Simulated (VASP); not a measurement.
Here is a VASP 6.6.1 calculation.

The input INCAR:

```
PREC     = Accurate       # precision mode
ENCUT    = 520            # plane-wave cutoff, eV
EDIFF    = 1E-6           # SCF threshold, eV
ISMEAR   = -1             # smearing method
SIGMA    = 0.05           # smearing width, eV
LREAL    = False          # projectors in reciprocal space
LASPH    = True           # aspherical terms in the spheres
NELM     = 60             # most SCF steps
ALGO     = Normal         # electronic algorithm
ISIF     = 2              # what is computed and relaxed
LWAVE    = False          # write WAVECAR
LCHARG   = False          # write CHGCAR
GGA      = PE             # functional
NBANDS   = 15             # bands
```

KPOINTS

```
Automatic mesh
0
Gamma
  13 13 11
```

Contents of POSCAR:

```
HfB2
1.0
    3.1400001005      0.0000000000      0.0000000000
   -1.5700000503      2.7193198549      0.0000000000
    0.0000000000      0.0000000000      3.5148000000
Hf B
1 2
Direct
    0.0000000000      0.0000000000      0.0000000000
    0.3333333333      0.6666666667      0.5000000000
    0.6666666667      0.3333333333      0.5000000000
```

Potentials or basis: VASP PAW PBE potentials, release 64 (Hf_pv, B).

The run is started by

```console
$ cat potpaw_PBE.64/Hf_pv/POTCAR potpaw_PBE.64/B/POTCAR > POTCAR
$ mpirun -np 1 vasp_std > vasp.out
```

**Question.** Estimate the band gap on the k mesh.

**Answer.** Zero (band 8 reaches 8.32 eV, above the bottom of band 9 at 7.21 eV).

**Question.** What does it give for the pressure?

**Answer.** -1.3 GPa.

Stress tensor (GPa, compression positive):
```
-0.36  0.00  0.00
 0.00 -0.36  0.00
 0.00  0.00 -3.30
```

Caveat: the cell differs from its parent crystal (zz strain of +1 %); spin-orbit coupling is left out, which moves the levels of the heavy elements.
